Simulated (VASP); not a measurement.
A run of VASP 6.6.1:

File INCAR:

```
SYSTEM = Cu
ALGO = Normal
EDIFF = 1E-6
ENCUT = 520
GGA = PS
ISIF = 2
ISMEAR = 0
LASPH = .True.
LCHARG = .False.
LREAL = .False.
LWAVE = .False.
NBANDS = 12
NELM = 60
PREC = Accurate
SIGMA = 0.1
```

The input KPOINTS:

```
k-points
0
Gamma
  20 20 20
  0 0 0
```

POSCAR

```
Cu
1.0
   -1.3730492944      1.3730492944      1.3256914402
    1.3730492944     -1.3730492944      1.3256914402
    1.3730492944      1.3730492944     -1.3256914402
Cu
1
Direct
    0.0000000000      0.0000000000      0.0000000000
```

Potentials or basis: VASP PAW PBE potentials, release 64 (Cu).

The run is started by

```sh
$ cat potpaw_PBE.64/Cu/POTCAR > POTCAR
$ mpirun -np 1 vasp_std > vasp.out
```

Hardware: 1 thread of AMD EPYC 9R45 96-Core Processor (Zen 5), on a shared host.

How long does it take, and how much memory?

Wall time 35 s on 1 thread of AMD EPYC 9R45 96-Core Processor (Zen 5) (shared host), peak memory 0.15 GiB. Counts: scf iterations 11, k points 641.
